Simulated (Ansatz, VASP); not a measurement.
## One calculation of Sb, two programs

```
CELL_PARAMETERS angstrom
3.29766 0.00000 0.00000
-1.64883 2.85586 0.00000
0.00000 0.00000 5.37743
ATOMIC_POSITIONS crystal
Sb 0.33333 0.66667 0.25000
Sb 0.66667 0.33333 0.75000
```

Change from the starting cell: volume scaled by 0.95, crystal datasets.

Alike in both runs: task electric field gradients; functional r2SCAN; k mesh 13 × 13 × 7; occupations fermi-dirac, width 0.05 eV; no spin polarisation.

|  | VASP | Ansatz |
| --- | --- | --- |
| version | VASP 6.6.1 | Ansatz 0.2.0 |
| potentials or method | VASP PAW PBE potentials, release 64 (Sb), cutoff 520 eV | all-electron PAW with datasets made for the crystal, scalar-relativistic |

```csv
,VASP,Ansatz,Ansatz less VASP
pressure (GPa),4.5,4.7,+0.11
"traceless stress, the component that is largest in VASP (GPa)",-1.23,-1.22,+0.002
size of Vzz on the site where it differs most (V/Å²),21.6,22.6,+1.03
```

VASP's potentials were made for PBE, not for r2SCAN. Ansatz ran all-electron here, and VASP with PAW potentials.

Spin-orbit coupling is off throughout.
